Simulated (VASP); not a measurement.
Wanted: the native input for a VASP 6.6.1 run.

| Property | Result |
| --- | --- |
| Task | relaxation of cell and atoms |
| Functional | r2SCAN |
| Potentials or basis | VASP PAW PBE potentials, release 64 (H) |
| Cutoff | 600 eV |
| k mesh | 9 × 9 × 4 |
| Occupations | gaussian, width 0.02 eV |
| Spin | no spin polarisation |
| Dipole correction | no |
| Further INCAR settings | ALGO = Normal; EDIFF = 1e-06; IBRION = 2; EDIFFG = -0.005; NSW = 100; ISIF = 3 |

H:

```
H
1.0
     3.87684    0.00000    0.00000
    -1.93842    3.35744    0.00000
     0.00000    0.00000    5.43254
H
4
Direct
  0.33333 0.66667 0.18174
  0.66667 0.33333 0.68174
  0.66667 0.33333 0.81826
  0.33333 0.66667 0.31826
```

One way to write it, as run:

POSCAR

```
H
1.0
    3.8768372835      0.0000000000      0.0000000000
   -1.9384186417      3.3574395738      0.0000000000
    0.0000000000      0.0000000000      5.4325441684
H
4
Direct
    0.3333333333      0.6666666667      0.1817391295
    0.6666666667      0.3333333333      0.6817391295
    0.6666666667      0.3333333333      0.8182608705
    0.3333333333      0.6666666667      0.3182608705
```

INCAR.step1

```
ALGO     = Normal         # electronic algorithm
EDIFF    = 1E-4           # SCF threshold, eV
ENCUT    = 600            # plane-wave cutoff, eV
GGA      = PE             # functional
ISMEAR   = 0              # smearing method
LASPH    = T              # aspherical terms in the spheres
LCHARG   = F              # write CHGCAR
LREAL    = F              # projectors in reciprocal space
LWAVE    = T              # write WAVECAR
NELM     = 60             # most SCF steps
PREC     = Accurate       # precision mode
SIGMA    = 0.02           # smearing width, eV
```

INCAR.step2

```
ALGO     = Normal         # electronic algorithm
EDIFF    = 1E-6           # SCF threshold, eV
EDIFFG   = -0.005         # ionic threshold
ENCUT    = 600            # plane-wave cutoff, eV
IBRION   = 2              # ionic algorithm
ISIF     = 3              # what is computed and relaxed
ISMEAR   = 0              # smearing method
ISTART   = 1            
LASPH    = T              # aspherical terms in the spheres
LCHARG   = F              # write CHGCAR
LMIXTAU  = T            
LREAL    = F              # projectors in reciprocal space
LWAVE    = F              # write WAVECAR
METAGGA  = R2SCAN         # meta-GGA
NELM     = 60             # most SCF steps
NSW      = 100            # ionic steps
PREC     = Accurate       # precision mode
SIGMA    = 0.02           # smearing width, eV
```

KPOINTS

```
k-points
0
Gamma
  9 9 4
```

Potentials or basis: VASP PAW PBE potentials, release 64 (H).

Command:

```sh
$ cat potpaw_PBE.64/H/POTCAR > POTCAR
$ cp INCAR.step1 INCAR
$ mpirun -np 1 vasp_std > vasp.out
$ cp INCAR.step2 INCAR
$ mpirun -np 1 vasp_std > vasp.out
```

Results of the run:

```
Pressure after relaxing      : 0.0 GPa
Largest force after relaxing : 0.004 eV/Å
Band gap on the k mesh       : 10.22 eV
```

Caveat: the relaxation stopped at its first step, so nothing moved; the PAW data sets were made with another functional, which shifts forces and pressure a little; an odd mesh through Γ misses points on the zone boundary, where band edges can lie.

It took 67 s on 1 thread of Intel(R) Xeon(R) 6975P-C (Granite Rapids), with other jobs on the host, peak memory 0.21 GiB.
